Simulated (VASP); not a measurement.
# Al (Im-3m) in VASP: notebook

The runs below take Al through single point, with PBEsol.

Everything below comes from runs of VASP 6.6.1. Logs are shortened: lines on timing, memory, paths and dates and some standing lists are left out, and cuts for length are marked.

### 1 The cell of the first run

The structure is cubic, space group Im-3m (No. 229). Conventional cell: a = 3.095 Å, b = 3.095 Å, c = 3.095 Å, α = 90.00°, β = 90.00°, γ = 90.00°. Within 3.5 Å of Al (site symmetry m-3m) lie 14 Al at 2.68 to 3.10 Å.

### 2 Single point, PBEsol

File INCAR:

```
SYSTEM = Al
  PREC = Accurate
  ENCUT = 520
  EDIFF = 1E-6
  ISMEAR = -1
  SIGMA = 0.1
  LREAL = .FALSE.
  LASPH = .TRUE.
  NELM = 100
  ALGO = Normal
  ISIF = 2
  LWAVE = .FALSE.
  LCHARG = .FALSE.
  GGA = PS
  NBANDS = 8
```

File KPOINTS:

```
Automatic mesh
0
G
  13 13 13
  0 0 0
```

File POSCAR:

```
Al
1.0
   -1.5476015180      1.5476015180      1.5476015180
    1.5476015180     -1.5476015180      1.5476015180
    1.5476015180      1.5476015180     -1.5476015180
Al
1
Direct
    0.0000000000      0.0000000000      0.0000000000
```

Potentials or basis: VASP PAW PBE potentials, release 64 (Al).

Command:

```
> cat potpaw_PBE.64/Al/POTCAR > POTCAR
> mpirun -np 1 vasp_std > vasp.out
```

OUTCAR:

```text
SYSTEM = Al
   PREC = Accurate
   ENCUT = 520
   EDIFF = 1E-6
   ISMEAR = -1
   LREAL = .FALSE.
   LASPH = .TRUE.
   NELM = 100
   ISIF = 2
   GGA = PS

 ion  position               nearest neighbor table
   1  0.000  0.000  0.000-

  LATTYP: Found a body centered cubic cell.
 ALAT       =     3.0952030360

  Lattice vectors:

 A1 = (  -1.5476015180,   1.5476015180,   1.5476015180)
 A2 = (   1.5476015180,  -1.5476015180,   1.5476015180)
 A3 = (   1.5476015180,   1.5476015180,  -1.5476015180)

Analysis of symmetry for initial positions (statically):
=====================================================================
 Subroutine PRICEL returns:
 Original cell was already a primitive cell.

 Routine SETGRP: Setting up the symmetry group for a
 body centered cubic supercell.

 Subroutine GETGRP returns: Found 48 space group operations
 (whereof 48 operations were pure point group operations)
 out of a pool of 48 trial point group operations.

The static configuration has the point symmetry O_h .

Analysis of symmetry for dynamics (positions and initial velocities):
=====================================================================
 Subroutine PRICEL returns:
 Original cell was already a primitive cell.

 Routine SETGRP: Setting up the symmetry group for a
 body centered cubic supercell.

 Subroutine GETGRP returns: Found 48 space group operations
 (whereof 48 operations were pure point group operations)
 out of a pool of 48 trial point group operations.

The dynamic configuration has the point symmetry O_h .

 Subroutine INISYM returns: Found 48 space group operations
 (whereof 48 operations are pure point group operations),
 and found     1 'primitive' translations

----------------------------------------------------------------------------------------

                                     Primitive cell

  volume of cell :      14.8265

  direct lattice vectors                    reciprocal lattice vectors
    -1.547601518  1.547601518  1.547601518     0.000000000  0.323080583  0.323080583
     1.547601518 -1.547601518  1.547601518     0.323080583  0.000000000  0.323080583
     1.547601518  1.547601518 -1.547601518     0.323080583  0.323080583  0.000000000

  length of vectors
     2.680524459  2.680524459  2.680524459     0.456904942  0.456904942  0.456904942

  position of ions in fractional coordinates (direct lattice)
     0.000000000  0.000000000  0.000000000

  ion indices of the primitive-cell ions
   primitive index   ion index
                 1           1

----------------------------------------------------------------------------------------

 KPOINTS: Automatic mesh

Automatic generation of k-mesh.
 Grid dimensions read from file:
 generate k-points for:   13   13   13

 Generating k-lattice:

  Cartesian coordinates                     Fractional coordinates (reciprocal lattice)
     0.000000000  0.024852353  0.024852353     0.076923077  0.000000000  0.000000000
     0.024852353  0.000000000  0.024852353     0.000000000  0.076923077  0.000000000
     0.024852353  0.024852353  0.000000000     0.000000000  0.000000000  0.076923077

  Length of vectors
     0.035146534  0.035146534  0.035146534

  Shift w.r.t. Gamma in fractional coordinates (k-lattice)
     0.000000000  0.000000000  0.000000000

 Subroutine IBZKPT returns following result:
 ===========================================

 Found     84 irreducible k-points:

 Following reciprocal coordinates:
            Coordinates               Weight
  0.000000  0.000000  0.000000      1.000000
  0.076923  0.000000  0.000000     12.000000
  0.153846  0.000000  0.000000     12.000000
  0.230769  0.000000  0.000000     12.000000
  0.307692  0.000000  0.000000     12.000000
  0.384615  0.000000  0.000000     12.000000
[... 16 lines left out ...]
  0.153846  0.076923  0.076923     24.000000
  0.230769  0.076923  0.076923     24.000000
 [... further k-points ...]
   k-points           NKPTS =     84   k-points in BZ     NKDIM =     84   number of bands    NBANDS=      8
   number of dos      NEDOS =    301   number of ions     NIONS =      1
   total plane-waves  NPLWV =   8000
   dimension x,y,z NGX =    20 NGY =   20 NGZ =   20
   dimension x,y,z NGXF=    40 NGYF=   40 NGZF=   40
   ions per type =               1
   NGX,Y,Z   is equivalent  to a cutoff of  12.40, 12.40, 12.40 a.u.
   NGXF,Y,Z  is equivalent  to a cutoff of  24.81, 24.81, 24.81 a.u.
 SYSTEM =  Al
   PREC   = accura    normal or accurate (medium, high low for compatibility)
   ISTART =      0    job   : 0-new  1-cont  2-samecut
   ICHARG =      2    charge: 1-file 2-atom 10-const
   ISPIN  =      1    spin polarized calculation?
   LNONCOLLINEAR =      F non collinear calculations
   LSORBIT =      F    spin-orbit coupling
   LASPH  =      T    aspherical Exc in radial PAW
   ENCUT  =  520.0 eV  38.22 Ry    6.18 a.u.   4.98  4.98  4.98*2*pi/ulx,y,z
   NELM   =    100;   NELMIN=  2; NELMDL= -5     # of ELM steps
   EDIFF  = 0.1E-05   stopping-criterion for ELM
   LREAL  =      F    real-space projection
   EDIFFG = 0.1E-04   stopping-criterion for IOM
   NSW    =      0    number of steps for IOM
   IBRION =     -1    ionic relax: 0-MD 1-quasi-New 2-CG
   NFREE  =      0    steps in history (QN), initial steepest desc. (CG)
   ISIF   =      2    stress and relaxation
   ISYM   =      2    0-nonsym 1-usesym 2-fastsym
   POTIM  = 0.5000    time-step for ionic-motion
   TEBEG  =    0.0;   TEEND  =   0.0 temperature during run
   PSTRESS=    0.0 pullay stress
   NELECT =       3.0000    total number of electrons
   NUPDOWN=      -1.0000    fix difference up-down
   EMIN   =  10.00;   EMAX   =-10.00  energy-range for DOS
   EFERMI =   0.00;   METHOD = LEGACY
   ISMEAR =    -1;   SIGMA  =   0.10  broadening in eV -4-tet -1-fermi 0-gaus
   EFERMI_NEDOS =   21; number of points for ismear=-14 and -15
   IALGO  =     38    algorithm
   IMIX   =      4    mixing-type and parameters
     AMIX     =   0.40;   BMIX     =  1.00
     AMIX_MAG =   1.60;   BMIX_MAG =  1.00
  volume/ion in A,a.u.               =      14.83       100.05
  Fermi-wavevector in a.u.,A,eV,Ry     =   0.961102  1.816219 12.567931  0.923717
  Thomas-Fermi vector in A             =   2.090444
   LORBIT       =      0    0 simple, 1 ext, 2 COOP (PROOUT), +10 PAW based schemes
   GGA     = PS    functional components
   LHFCALC =     F    Hartree Fock is set to
   AEXX    =    0.0000 exact exchange contribution
   IVDW    =     0    specifies the selected vdW correction
   LEPSILON=     F    determine dielectric tensor
   LRPA    =     F    only Hartree local field effects (RPA)
 non-spin polarized calculation
  energy-cutoff  :      520.00
  volume of cell :       14.83
 maximum number of plane-waves:       414
   NGX =  9   NGY =  9   NGZ =  9

 number of electron       3.0000000 magnetization

 Free energy of the ion-electron system (eV)
  ---------------------------------------------------
  ext. energy  EPLUGINS =         0.00000000
  ---------------------------------------------------
  free energy    TOTEN  =        -3.95133065 eV

  energy without entropy =       -3.93992988  energy(sigma->0) =       -3.94563026

 E-fermi :   9.1463     XC(G=0): -10.6577

 val. band max:        9.0889265447   @ k =  -0.3846  -0.3846   0.0769
 cond. band min:       9.1734349672   @ k =  -0.3846   0.3846   0.1538
 fundamental gap:      0.0845084226
 Fermi energy:         9.1462579521

 k-point     1 :       0.0000    0.0000    0.0000
  band No.  band energies     occupation
      1      -2.7749      2.00000
      2      23.0212      0.00000
      3      23.0212      0.00000
      4      23.0212      0.00000
      5      25.4404      0.00000
      6      25.4404      0.00000
      7      25.4404      0.00000
      8      26.2538      0.00000

 k-point     2 :       0.0769    0.0000    0.0000
  band No.  band energies     occupation
      1      -2.5922      2.00000
      2      21.1550      0.00000
      3      22.1417      0.00000
      4      22.3045      0.00000
      5      24.3970      0.00000
      6      25.0880      0.00000
      7      25.9276      0.00000
      8      26.6118      0.00000

 k-point     3 :       0.1538    0.0000    0.0000
  band No.  band energies     occupation
      1      -2.0458      2.00000
      2      17.8385      0.00000
      3      20.8730      0.00000
      4      20.9689      0.00000
      5      22.9739      0.00000
      6      24.0833      0.00000
      7      26.6980      0.00000
      8      27.0873      0.00000

 k-point     4 :       0.2308    0.0000    0.0000
  band No.  band energies     occupation
      1      -1.1403      2.00000
      2      14.4959      0.00000
      3      19.7038      0.00000
      4      19.7962      0.00000
      5      21.7573      0.00000
      6      23.1700      0.00000
      7      27.7373      0.00000
      8      27.7749      0.00000

 k-point     5 :       0.3077    0.0000    0.0000
  band No.  band energies     occupation
      1       0.1164      2.00000
      2      11.3677      0.00000
      3      18.7003      0.00000
      4      18.9793      0.00000
      5      20.8277      0.00000
      6      22.3847      0.00000
      7      28.6979      0.00000
      8      29.0707      0.00000
[... 177 lines left out ...]
 k-point    22 :       0.0769    0.0769    0.0769
  band No.  band energies     occupation
      1      -1.6828      2.00000
      2      17.9012      0.00000
      3      17.9012      0.00000
      4      18.8027      0.00000
      5      25.7925      0.00000
      6      25.7925      0.00000
      7      26.6915      0.00000
      8      26.6915      0.00000

 k-point    23 :       0.1538    0.0769    0.0769
  band No.  band energies     occupation
      1      -0.7800      2.00000
      2      14.7516      0.00000
      3      16.5845      0.00000
      4      17.5147      0.00000
      5      25.2877      0.00000
      6      25.6893      0.00000
      7      27.7110      0.00000
      8      27.8209      0.00000

 k-point    24 :       0.2308    0.0769    0.0769
  band No.  band energies     occupation
      1       0.4729      2.00000
      2      11.6697      0.00000
      3      15.5794      0.00000
      4      16.6060      0.00000
      5      24.5021      0.00000
      6      25.1108      0.00000
      7      28.8915      0.00000
      8      29.2011      0.00000

 [... further k-points ...]
[... 5 lines left out ...]
  --------------------------------------------------------------------------------------
  -------------------------------------------------------------------------------------
  Total        0.9663366      0.9663366      0.9663366     -0.0000000      0.0000000     -0.0000000
  in kB      104.4243011    104.4243011    104.4243011     -0.0000000      0.0000000     -0.0000000
  external PRESSURE =     104.4243011 kB  Pullay stress =       0.0000000 kB

 VOLUME and BASIS-vectors are now :
 -----------------------------------------------------------------------------
  energy-cutoff  :      520.00
  volume of cell :       14.83
      direct lattice vectors                 reciprocal lattice vectors
    -1.547601518  1.547601518  1.547601518     0.000000000  0.323080583  0.323080583
     1.547601518 -1.547601518  1.547601518     0.323080583  0.000000000  0.323080583
     1.547601518  1.547601518 -1.547601518     0.323080583  0.323080583  0.000000000

 POSITION                                       TOTAL-FORCE (eV/Angst)
 -----------------------------------------------------------------------------------
      0.00000      0.00000      0.00000        -0.000000     -0.000000      0.000000
 -----------------------------------------------------------------------------------
    total drift:                                0.000000      0.000000     -0.000000

  FREE ENERGIE OF THE ION-ELECTRON SYSTEM (eV)
  ---------------------------------------------------
  free  energy   TOTEN  =        -3.9513306478 eV

  energy  without entropy=       -3.9399298809  energy(sigma->0) =       -3.94563026
```

Wall time 3.9 s (1 thread of Intel Xeon Platinum 8488C (Sapphire Rapids), shared host); peak memory 0.12 GiB.

Results:

```
Free energy : -3.9513 eV
Pressure    : 10.4 GPa
```

Caveat: the PAW data sets were made with another functional, which shifts forces and pressure a little.

### 3 Single point, PBEsol

This run uses another cell than the first one, of 15.26 Å³/atom, 1.029 times its volume.

File INCAR:

```
SYSTEM = Al
ALGO     = Normal         ! electronic algorithm
EDIFF    = 1E-6           ! SCF threshold, eV
ENCUT    = 520            ! plane-wave cutoff, eV
GGA      = PS             ! functional
ISIF     = 2              ! what is computed and relaxed
ISMEAR   = -1             ! smearing method
LASPH    = .True.         ! aspherical terms in the spheres
LCHARG   = .True.         ! write CHGCAR
LELF     = .True.         ! ELF
LREAL    = .False.        ! projectors in reciprocal space
LVHAR    = .True.       
LWAVE    = .False.        ! write WAVECAR
NBANDS   = 8              ! bands
NELM     = 80             ! most SCF steps
PREC     = Accurate       ! precision mode
SIGMA    = 0.1            ! smearing width, eV
```

File KPOINTS:

```
k-points
0
Gamma
  13 13 13
  0 0 0
```

File POSCAR:

```
Al
1.0
   -1.5624120018      1.5624120018      1.5624120018
    1.5624120018     -1.5624120018      1.5624120018
    1.5624120018      1.5624120018     -1.5624120018
Al
1
Direct
    0.0000000000      0.0000000000      0.0000000000
```

Potentials or basis: VASP PAW PBE potentials, release 64 (Al).

Command:

```
> cat potpaw_PBE.64/Al/POTCAR > POTCAR
> mpirun -np 1 vasp_std > vasp.out
```

OUTCAR:

```text
SYSTEM = Al
   EDIFF = 1E-6
   ENCUT = 520
   GGA = PS
   ISIF = 2
   ISMEAR = -1
   LASPH = .True.
   LREAL = .False.
   NELM = 80
   PREC = Accurate

 ion  position               nearest neighbor table
   1  0.000  0.000  0.000-

  LATTYP: Found a body centered cubic cell.
 ALAT       =     3.1248240036

  Lattice vectors:

 A1 = (  -1.5624120018,   1.5624120018,   1.5624120018)
 A2 = (   1.5624120018,  -1.5624120018,   1.5624120018)
 A3 = (   1.5624120018,   1.5624120018,  -1.5624120018)

Analysis of symmetry for initial positions (statically):
[... 432 lines left out ...]
      1       0.3023      2.00000
      2      11.3119      0.00000
      3      15.1893      0.00000
      4      16.0743      0.00000
      5      23.9150      0.00000
      6      24.4876      0.00000
      7      28.2046      0.00000
      8      28.5128      0.00000

 [... further k-points ...]
[... 5 lines left out ...]
  --------------------------------------------------------------------------------------
  -------------------------------------------------------------------------------------
  Total        0.6895979      0.6895979      0.6895979      0.0000000     -0.0000000      0.0000000
  in kB       72.4202221     72.4202221     72.4202221      0.0000000     -0.0000000      0.0000000
  external PRESSURE =      72.4202221 kB  Pullay stress =       0.0000000 kB

 VOLUME and BASIS-vectors are now :
 -----------------------------------------------------------------------------
  energy-cutoff  :      520.00
  volume of cell :       15.26
      direct lattice vectors                 reciprocal lattice vectors
    -1.562412002  1.562412002  1.562412002     0.000000000  0.320018023  0.320018023
     1.562412002 -1.562412002  1.562412002     0.320018023  0.000000000  0.320018023
     1.562412002  1.562412002 -1.562412002     0.320018023  0.320018023  0.000000000

 POSITION                                       TOTAL-FORCE (eV/Angst)
 -----------------------------------------------------------------------------------
      0.00000      0.00000      0.00000         0.000000      0.000000     -0.000000
 -----------------------------------------------------------------------------------
    total drift:                                0.000000      0.000000      0.000000

  FREE ENERGIE OF THE ION-ELECTRON SYSTEM (eV)
  ---------------------------------------------------
  free  energy   TOTEN  =        -3.9749659595 eV

  energy  without entropy=       -3.9633521158  energy(sigma->0) =       -3.96915904
```

Run time: 4.6 s. Hardware: 1 thread of Intel Xeon Platinum 8488C (Sapphire Rapids), shared host; peak memory 0.12 GiB.

What came out:

```yaml
Free_energy: -3.9750 eV
Pressure: 7.2 GPa
```

Caveat: the PAW data sets were made with another functional, which shifts forces and pressure a little.

(Part 1 of 2 ends here.)
